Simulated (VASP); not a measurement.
Write the native input for VASP 6.6.1 that does the following.

| Quantity | Value |
| --- | --- |
| Task | single point |
| Functional | r2SCAN |
| Potentials or basis | VASP PAW PBE potentials, release 64 (Na_pv, I) |
| Cutoff | 520 eV |
| k mesh | 8 × 8 × 8 |
| Occupations | fermi-dirac, width 0.02 eV |
| Spin | no spin polarisation |
| Dipole correction | no |
| Further INCAR settings | ALGO = Normal; EDIFF = 1e-07; NBANDS = 14 |

NaI:

```
Na I
1.0
     0.00000    3.23344    3.23344
     3.23344    0.00000    3.23344
     3.23344    3.23344    0.00000
Na I
1 1
Direct
  0.00000 0.00000 0.00000
  0.50000 0.50000 0.50000
```

One way to write it, as run:

POSCAR

```
NaI
1.0
    0.0000000000      3.2334440900      3.2334440900
    3.2334440900      0.0000000000      3.2334440900
    3.2334440900      3.2334440900      0.0000000000
Na I
1 1
Direct
    0.0000000000      0.0000000000      0.0000000000
    0.5000000000      0.5000000000      0.5000000000
```

INCAR.step1

```
SYSTEM = NaI
ALGO = Normal ; EDIFF = 1E-4
ENCUT = 520 ; GGA = PE
ISMEAR = -1 ; LASPH = .True.
LCHARG = .False. ; LREAL = .False.
LWAVE = .True. ; NBANDS = 14
NELM = 100 ; PREC = Accurate
SIGMA = 0.02
```

INCAR.step2

```
SYSTEM = NaI
ALGO = Normal ; EDIFF = 1E-7
ENCUT = 520 ; ISIF = 2
ISMEAR = -1 ; ISTART = 1
LASPH = .True. ; LCHARG = .False.
LMIXTAU = .True. ; LREAL = .False.
LWAVE = .False. ; METAGGA = R2SCAN
NBANDS = 14 ; NELM = 100
PREC = Accurate ; SIGMA = 0.02
```

KPOINTS

```
k-points
0
Gamma
  8 8 8
  0 0 0
```

Potentials or basis: VASP PAW PBE potentials, release 64 (Na_pv, I).

Launch:

```sh
$ cat potpaw_PBE.64/Na_pv/POTCAR potpaw_PBE.64/I/POTCAR > POTCAR
$ cp INCAR.step1 INCAR
$ mpirun -np 1 vasp_std > vasp.out
$ cp INCAR.step2 INCAR
$ mpirun -np 1 vasp_std > vasp.out
```

It gave:

The pressure is -0.1 GPa and the band gap on the k mesh is 4.45 eV.

Caveat: the PAW data sets were made with another functional, which shifts forces and pressure a little; spin-orbit coupling is left out, which moves the levels of the heavy elements.

It took 3.4 min on 1 thread of Intel Xeon 8259CL, on a shared host, peak memory 0.23 GiB.
